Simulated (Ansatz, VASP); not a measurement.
**One calculation of Hg2Se, two programs**

```xyz
3
Lattice="0.0000 3.3337 4.1567 2.9209 0.0000 4.1567 2.9209 3.3337 0.0000" Properties=species:S:1:pos:R:3 pbc="T T T"
Hg    2.9209    3.3337    6.9167
Hg    2.9209    3.3337    1.3966
Se    2.9209    3.3337    4.1567
```

Alike in both runs: functional PBE; k mesh 12 × 12 × 12; occupations gaussian, width 0.1 eV; no spin polarisation.

Ansatz relaxed the structure, and its values are those at the end. VASP's run is a single point on that final structure, the one shown.

|  | VASP | Ansatz |
| --- | --- | --- |
| version | VASP 6.6.1 | Ansatz 0.2.0 |
| potentials or method | VASP PAW PBE potentials, release 64 (Hg, Se), cutoff 520 eV | scalar-relativistic, plane waves, PAW |
| valence electrons in the cell | 30 | 56 |

|  | VASP | Ansatz | Ansatz less VASP |
| --- | --- | --- | --- |
| gap on the k mesh at the Fermi level (eV) | none | none | - |
| pressure (GPa) | 0.2 | 0.0 | -0.22 |
| rms of the force components (eV/Å) | 0.013 | 0.002 | -0.0116 |

A gap of «none» marks a metal or a gap that the smearing closes. VASP's potentials hold 30 valence electrons a cell and Ansatz's 56, so a difference there can come from the potentials and not from the codes.

Spin-orbit coupling is off throughout.
